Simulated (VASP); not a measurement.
# SnO2 (Cm) in VASP: notebook

The runs below take SnO2 through single point, with LDA.

Everything below comes from runs of VASP 6.6.1. Logs are shortened: lines on timing, memory, paths and dates and some standing lists are left out, and cuts for length are marked.

### Step 1. The cell of the first run

Symmetry: Cm, No. 8, monoclinic system. Conventional cell: a = 5.602 Å, b = 3.234 Å, c = 5.151 Å, α = 90.00°, β = 111.25°, γ = 90.00°. Sn (site symmetry m) has 6 O at 1.88 to 2.42 Å within 2.5 Å. Within 2.8 Å of O (site symmetry m) lie 3 Sn at 2.05 to 2.42 Å and 3 O at 2.76 Å. Within 2.5 Å of O (site symmetry m) lie 3 Sn at 1.88 to 2.28 Å.

### Step 2. Single point, LDA (atom 1 (Sn) moved by (-0.300, -0.300) A along y and z)

INCAR

```
PREC = Accurate
ENCUT = 520
EDIFF = 1E-6
ISMEAR = 0
SIGMA = 0.05
LREAL = False
LASPH = True
NELM = 60
ALGO = Normal
ISIF = 2
LWAVE = False
LCHARG = True
LELF = True
LVHAR = True
NBANDS = 20
```

KPOINTS

```
regular mesh
0
Gamma
  12 12 12
```

POSCAR

```
SnO2
1.0
    1.6170930752      0.9336291223      4.8005925840
   -1.6170930752      0.9336291223      4.8005925840
    0.0000000000     -1.8672582446      4.8005925840
Sn O
1 2
Direct
    0.4256147821      0.4256147821      0.5862781509
    0.2371700000      0.2371700000      0.2371700000
    0.7628300000      0.7628300000      0.7628300000
```

Potentials or basis: VASP PAW LDA potentials, release 64 (Sn_d, O).

Command:

```console
cat potpaw_LDA.64/Sn_d/POTCAR potpaw_LDA.64/O/POTCAR > POTCAR
mpirun -np 1 vasp_std > vasp.out
```

OUTCAR:

```text
PREC = Accurate
   ENCUT = 520
   EDIFF = 1E-6
   ISMEAR = 0
   LREAL = False
   LASPH = True
   NELM = 60
   ISIF = 2

 ion  position               nearest neighbor table
   1  0.426  0.426  0.586-   3 1.88   3 1.88   2 2.05   3 2.28   2 2.42   2 2.42
   2  0.237  0.237  0.237-   1 2.05   1 2.42   1 2.42
   3  0.763  0.763  0.763-   1 1.88   1 1.88   1 2.28

  LATTYP: Found a trigonal (rhomboedric) cell.
 ALAT       =     5.1509554948
 COS(alpha) =     0.8028828391

  Lattice vectors:

 A1 = (   1.6170930752,   0.9336291223,   4.8005925840)
 A2 = (  -1.6170930752,   0.9336291223,   4.8005925840)
 A3 = (   0.0000000000,  -1.8672582446,   4.8005925840)

Analysis of symmetry for initial positions (statically):
=====================================================================
 Subroutine PRICEL returns:
 Original cell was already a primitive cell.

 Routine SETGRP: Setting up the symmetry group for a
 trigonal (rhombohedral) supercell.

 Subroutine GETGRP returns: Found  2 space group operations
 (whereof  2 operations were pure point group operations)
 out of a pool of 12 trial point group operations.

The static configuration has the point symmetry C_1h.

Analysis of symmetry for dynamics (positions and initial velocities):
=====================================================================
 Subroutine PRICEL returns:
 Original cell was already a primitive cell.

 Routine SETGRP: Setting up the symmetry group for a
 trigonal (rhombohedral) supercell.

 Subroutine GETGRP returns: Found  2 space group operations
 (whereof  2 operations were pure point group operations)
 out of a pool of 12 trial point group operations.

The dynamic configuration has the point symmetry C_1h.

 Subroutine INISYM returns: Found  2 space group operations
 (whereof  2 operations are pure point group operations),
 and found     1 'primitive' translations

----------------------------------------------------------------------------------------

                                     Primitive cell

  volume of cell :      43.4866

  direct lattice vectors                    reciprocal lattice vectors
     1.617093075  0.933629122  4.800592584     0.309196797  0.178514854  0.069435872
    -1.617093075  0.933629122  4.800592584    -0.309196797  0.178514854  0.069435872
     0.000000000 -1.867258245  4.800592584     0.000000000 -0.357029708  0.069435872

  length of vectors
[... 82 lines left out ...]
   ENCUT  =  520.0 eV  38.22 Ry    6.18 a.u.   9.58  9.58  9.58*2*pi/ulx,y,z
   NELM   =     60;   NELMIN=  2; NELMDL= -5     # of ELM steps
   EDIFF  = 0.1E-05   stopping-criterion for ELM
   LREAL  =      F    real-space projection
   EDIFFG = 0.1E-04   stopping-criterion for IOM
   NSW    =      0    number of steps for IOM
   IBRION =     -1    ionic relax: 0-MD 1-quasi-New 2-CG
   NFREE  =      0    steps in history (QN), initial steepest desc. (CG)
   ISIF   =      2    stress and relaxation
   ISYM   =      2    0-nonsym 1-usesym 2-fastsym
   POTIM  = 0.5000    time-step for ionic-motion
   TEBEG  =    0.0;   TEEND  =   0.0 temperature during run
   PSTRESS=    0.0 pullay stress
   NELECT =      26.0000    total number of electrons
   NUPDOWN=      -1.0000    fix difference up-down
   EMIN   =  10.00;   EMAX   =-10.00  energy-range for DOS
   EFERMI =   0.00;   METHOD = LEGACY
   ISMEAR =     0;   SIGMA  =   0.05  broadening in eV -4-tet -1-fermi 0-gaus
   EFERMI_NEDOS =   21; number of points for ismear=-14 and -15
   IALGO  =     38    algorithm
   IMIX   =      4    mixing-type and parameters
     AMIX     =   0.40;   BMIX     =  1.00
     AMIX_MAG =   1.60;   BMIX_MAG =  1.00
  volume/ion in A,a.u.               =      14.50        97.82
  Fermi-wavevector in a.u.,A,eV,Ry     =   1.379158  2.606231 25.879336  1.902078
  Thomas-Fermi vector in A             =   2.504154
   LORBIT       =      0    0 simple, 1 ext, 2 COOP (PROOUT), +10 PAW based schemes
   GGA     = CA    functional components
   LHFCALC =     F    Hartree Fock is set to
   AEXX    =    0.0000 exact exchange contribution
   IVDW    =     0    specifies the selected vdW correction
   LEPSILON=     F    determine dielectric tensor
   LRPA    =     F    only Hartree local field effects (RPA)
 non-spin polarized calculation
 Gauss-broadening in eV      SIGMA  =   0.05
  energy-cutoff  :      520.00
  volume of cell :       43.49
 maximum number of plane-waves:      1188
 NGX is ok and might be reduce to    40
   NGX = 19   NGY = 19   NGZ = 19

 number of electron      26.0000004 magnetization

 Free energy of the ion-electron system (eV)
  ---------------------------------------------------
  ext. energy  EPLUGINS =         0.00000000
  ---------------------------------------------------
  free energy    TOTEN  =       -19.05080651 eV

  energy without entropy =      -19.05080651  energy(sigma->0) =      -19.05080651

 E-fermi :   3.8556     XC(G=0): -10.5645

 val. band max:        3.6400720891   @ k =   0.0000   0.0000   0.0000
 cond. band min:       4.5044827604   @ k =   0.0000   0.0000   0.0000
 fundamental gap:      0.8644106713
 Fermi energy:         3.8555716590

 k-point     1 :       0.0000    0.0000    0.0000
  band No.  band energies     occupation
      1     -17.9184      2.00000
      2     -17.0621      2.00000
      3     -16.9045      2.00000
      4     -16.7305      2.00000
      5     -16.6563      2.00000
      6     -14.9998      2.00000
[... 541 lines left out ...]
     19      16.4512      0.00000
     20      18.2434      0.00000

 [... further k-points ...]

------------------------ aborting loop because EDIFF is reached ----------------------------------------

  FORCE on cell =-STRESS in cart. coord.  units (eV):
  Direction    XX          YY          ZZ          XY          YZ          ZX
  --------------------------------------------------------------------------------------
  -------------------------------------------------------------------------------------
  Total        5.8688771     -0.6962924     -2.2709236      0.0000000      0.6843969      0.0000000
  in kB      216.2270819    -25.6535064    -83.6676547      0.0000000     25.2152404      0.0000000
  external PRESSURE =      35.6353069 kB  Pullay stress =       0.0000000 kB

 VOLUME and BASIS-vectors are now :
 -----------------------------------------------------------------------------
  energy-cutoff  :      520.00
  volume of cell :       43.49
      direct lattice vectors                 reciprocal lattice vectors
     1.617093075  0.933629122  4.800592584     0.309196797  0.178514854  0.069435872
    -1.617093075  0.933629122  4.800592584    -0.309196797  0.178514854  0.069435872
     0.000000000 -1.867258245  4.800592584     0.000000000 -0.357029708  0.069435872

 POSITION                                       TOTAL-FORCE (eV/Angst)
 -----------------------------------------------------------------------------------
      0.00000     -0.30000      6.90089         0.000000      3.529736      5.579804
      0.00000      0.00000      3.41567         0.000000     -0.944847     -2.352015
      0.00000      0.00000     10.98611         0.000000     -2.584889     -3.227788
 -----------------------------------------------------------------------------------
    total drift:                               -0.000000      0.000520     -0.000462

  FREE ENERGIE OF THE ION-ELECTRON SYSTEM (eV)
  ---------------------------------------------------
  free  energy   TOTEN  =       -19.0508065088 eV

  energy  without entropy=      -19.0508065088  energy(sigma->0) =      -19.05080651
```

Wall time 7.3 min (1 thread of AMD EPYC 9R45 (Zen 5), shared host); peak memory 0.46 GiB.

What came out:

| Quantity | Value |
| --- | --- |
| Free energy | -19.0508 eV |
| Pressure | 3.6 GPa |
| Largest force | 6.603 eV/Å |
| Band gap on the k mesh | 0.86 eV |

Forces in eV/Å, atoms in the order of the input:
```
Sn   0.000  3.530  5.580
O    0.000 -0.945 -2.352
O    0.000 -2.585 -3.228
```

Levels at points of the mesh, in eV from the valence-band top:
| k point | band 11 | band 12 | band 13 | band 14 | band 15 | band 16 |
| --- | --- | --- | --- | --- | --- | --- |
| (0.00, 0.00, 0.00) | -0.99 | -0.57 | 0.00 | 0.86 | 5.48 | 9.45 |
| (0.50, 0.00, 0.00) | -2.28 | -1.13 | -0.50 | 4.00 | 7.04 | 8.15 |
| (0.00, 0.00, 0.50) | -2.05 | -1.10 | -0.32 | 4.10 | 6.58 | 8.82 |
| (0.50, 0.50, 0.00) | -1.58 | -0.56 | -0.23 | 3.64 | 6.01 | 8.97 |
| (0.50, 0.00, 0.50) | -1.82 | -0.65 | -0.38 | 3.70 | 6.21 | 8.28 |
| (0.50, 0.50, 0.50) | -2.11 | -0.57 | 0.00 | 2.11 | 5.18 | 10.15 |

Caveat: the cell differs from its parent crystal (atom 1 (Sn) moved by (-0.300, -0.300) A along y and z); the stress differs along the axes, from -8 to 22 GPa; spin-orbit coupling is left out, which moves the levels of the heavy elements; forces of over 1 eV/Å act on the atoms, so gaps and moduli don't describe the material at rest.

### Step 3. Single point, LDA (atom 1 (Sn) moved by (-0.300, +0.000) A along y and z)

INCAR

```
SYSTEM = SnO2
PREC = Accurate
ENCUT = 520
EDIFF = 1E-7
ISMEAR = 0
SIGMA = 0.05
LREAL = .False.
LASPH = .True.
NELM = 80
ALGO = Normal
ISIF = 2
LWAVE = .False.
LCHARG = .False.
GGA = CA
NBANDS = 20
```

KPOINTS

```
regular mesh
0
Gamma
  12 12 12
  0 0 0
```

POSCAR: that of step 2 with these lines changed.

```diff
@@ -8,3 +8,3 @@
 Direct
-    0.4256147821      0.4256147821      0.5862781509
+    0.4464455437      0.4464455437      0.6071089125
     0.2371700000      0.2371700000      0.2371700000
```

Potentials or basis: VASP PAW LDA potentials, release 64 (Sn_d, O).

Command:

```console
cat potpaw_LDA.64/Sn_d/POTCAR potpaw_LDA.64/O/POTCAR > POTCAR
mpirun -np 1 vasp_std > vasp.out
```

Wall time 8.1 min (1 thread of AMD EPYC 9R45 (Zen 5), shared host); peak memory 0.45 GiB.

The run converged. Its results:

```
Free energy            : -19.8184 eV
Pressure               : 0.6 GPa
Largest force          : 4.615 eV/Å
Band gap on the k mesh : 1.70 eV (least direct gap 1.77 eV)
```

Forces in eV/Å, atoms in the order of the input:
```
Sn   0.000  4.546 -0.797
O    0.000 -3.519  0.866
O    0.000 -1.028 -0.069
```

Stress tensor (GPa, compression positive):
```
-4.33  0.00  0.00
 0.00  5.18 -9.29
 0.00 -9.29  1.07
```

Levels at points of the mesh, in eV from the valence-band top:
| k point | band 10 | band 11 | band 12 | band 13 | band 14 | band 15 | band 16 | band 17 |
| --- | --- | --- | --- | --- | --- | --- | --- | --- |
| (0.00, 0.00, 0.00) | -1.44 | -0.73 | -0.72 | -0.07 | 1.70 | 5.70 | 10.65 | 11.07 |
| (0.50, 0.00, 0.00) | -2.71 | -1.52 | -0.66 | -0.61 | 4.86 | 7.85 | 9.91 | 11.50 |
| (0.00, 0.00, 0.50) | -3.02 | -1.45 | -0.63 | -0.58 | 5.03 | 7.59 | 9.98 | 11.93 |
| (0.50, 0.50, 0.00) | -3.11 | -1.08 | -0.50 | -0.04 | 4.76 | 6.83 | 10.39 | 11.20 |
| (0.50, 0.00, 0.50) | -2.78 | -1.21 | -0.46 | -0.13 | 4.61 | 7.03 | 10.48 | 10.94 |
| (0.50, 0.50, 0.50) | -1.45 | -1.29 | -0.72 | -0.68 | 2.89 | 5.62 | 11.26 | 11.54 |

Caveat: the cell differs from its parent crystal (atom 1 (Sn) moved by (-0.300, +0.000) A along y and z); the stress differs along the axes, from -4 to 5 GPa; spin-orbit coupling is left out, which moves the levels of the heavy elements; forces of over 1 eV/Å act on the atoms, so gaps and moduli don't describe the material at rest. A k mesh can miss the band edges.
